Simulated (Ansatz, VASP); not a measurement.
# One calculation of ScB3S, two programs

INCAR

```
ALGO = Normal ; EDIFF = 1E-6
EDIFFG = -0.04 ; ENCUT = 600
GGA = PE ; IBRION = 2
ISIF = 3 ; ISMEAR = 0
LASPH = True ; LCHARG = False
LREAL = False ; LWAVE = False
NELM = 100 ; NSW = 90
PREC = Accurate ; SIGMA = 0.1
```

File KPOINTS:

```
k-points
0
Gamma
  6 6 4
```

File POSCAR:

```
ScB3S
1.0
    3.0299747700      0.0000000000      0.0000000000
    0.0000000000      3.0299747700      0.0000000000
    0.0000000000      0.0000000000      4.3185651300
Sc B S
1 3 1
Direct
    0.5000000000      0.5000000000      0.5000000000
    0.0000000000      0.0000000000      0.1763303900
    0.0000000000      0.0000000000      0.8236696100
    0.5000000000      0.5000000000      0.0000000000
    0.0000000000      0.0000000000      0.0000000000
```

Input for Ansatz:

```yaml
crystal:
  lattice:
    - [3.02997477, 0.0, 0.0]
    - [0.0, 3.02997477, 0.0]
    - [0.0, 0.0, 4.31856513]
  atoms:
    - { symbol: Sc, position: [0.5, 0.5, 0.5] }
    - { symbol: B, position: [0.0, 0.0, 0.17633039] }
    - { symbol: B, position: [0.0, 0.0, 0.82366961] }
    - { symbol: B, position: [0.5, 0.5, 0.0] }
    - { symbol: S, position: [0.0, 0.0, 0.0] }
basis:
  ecutwfc: 420
kpoints:
  mp_grid: { grid: [6, 6, 4] }
hamiltonian:
  xc: pbe
scf:
  occupations: { method: gaussian, width: 0.1 }
  lower_state_search: "off"
output:
  forces: true
  stress: true
  eigenvalues: true
relax:
  adjacent_minimum: "off"
  f_tol: 0.04
  max_steps: 70
  cell: { stress_tol: 0.4 }
```

Alike in both runs: task relaxation of cell and atoms; functional PBE; k mesh 6 × 6 × 4; occupations gaussian, width 0.1 eV; no spin polarisation.

|  | VASP | Ansatz |
| --- | --- | --- |
| version | VASP 6.6.1 | Ansatz 0.2.0 |
| potentials or method | VASP PAW PBE potentials, release 64 (Sc_sv, B, S), cutoff 600 eV | scalar-relativistic, plane waves, PAW |
| valence electrons in the cell | 26 | 26 |

Ansatz gave:

| Item | Value |
| --- | --- |
| gap on the k mesh at the Fermi level, each at its own relaxed structure (eV) | none |
| relaxed volume (Å³/atom) | 11.97 |
| relaxed cell length with the largest relative difference (Å) | 5.575 |

**Question.** Which values does VASP return?

**Answer.** gap on the k mesh at the Fermi level, each at its own relaxed structure (eV): none; relaxed volume (Å³/atom): 11.53; relaxed cell length with the largest relative difference (Å): 6.760.

A gap of «none» marks a metal or a gap that the smearing closes. One of these differences is far larger than is usual between the two programs; its cause wasn't traced.

The k mesh is coarse, so the values compare programs but aren't converged. Noted on VASP's run: the volume moved by over 15 % at a fixed basis, so the end points are rough.
